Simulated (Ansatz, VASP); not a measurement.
SnSe: VASP beside Ansatz

The input INCAR:

```
ALGO = Normal ; EDIFF = 1E-6
ENCUT = 520 ; GGA = PE
ISIF = 2 ; ISMEAR = 0
LASPH = T ; LCHARG = F
LREAL = F ; LWAVE = F
NBANDS = 17 ; NELM = 80
PREC = Accurate ; SIGMA = 0.05
```

The input KPOINTS:

```
k-points
0
Gamma
  10 10 10
```

POSCAR

```
SnSe
1.0
    0.0000000000      2.9978095000      2.9978095000
    2.9978095000      0.0000000000      2.9978095000
    2.9978095000      2.9978095000      0.0000000000
Sn Se
1 1
Direct
    0.0000000000      0.0000000000      0.0000000000
    0.5000000000      0.5000000000      0.5000000000
```

Input for Ansatz:

```yaml
crystal:
  lattice:
    - [0.0, 2.9978095, 2.9978095]
    - [2.9978095, 0.0, 2.9978095]
    - [2.9978095, 2.9978095, 0.0]
  atoms:
    - { symbol: Sn, position: [0.0, 0.0, 0.0] }
    - { symbol: Se, position: [0.5, 0.5, 0.5] }
basis:
  ecutwfc: 420
kpoints:
  mp_grid: { grid: [10, 10, 10] }
hamiltonian:
  xc: pbe
scf:
  occupations: { method: gaussian, width: 0.05 }
output:
  forces: true
  stress: true
  eigenvalues: true
  populations: true
```

Alike in both runs: task single point; functional PBE; k mesh 10 × 10 × 10; occupations gaussian, width 0.05 eV; no spin polarisation.

|  | VASP | Ansatz |
| --- | --- | --- |
| version | VASP 6.6.1 | Ansatz 0.2.0 |
| potentials or method | VASP PAW PBE potentials, release 64 (Sn_d, Se), cutoff 520 eV | scalar-relativistic, plane waves, PAW |
| valence electrons in the cell | 20 | 30 |

```tsv
	VASP	Ansatz	Ansatz less VASP
gap on the k mesh at the Fermi level (eV)	0.51	0.51	0.000
least direct gap on the mesh (eV)	0.64	0.64	-0.001
pressure (GPa)	1.7	1.7	+0.02
```

VASP's potentials hold 20 valence electrons a cell and Ansatz's 30, so a difference there can come from the potentials and not from the codes.
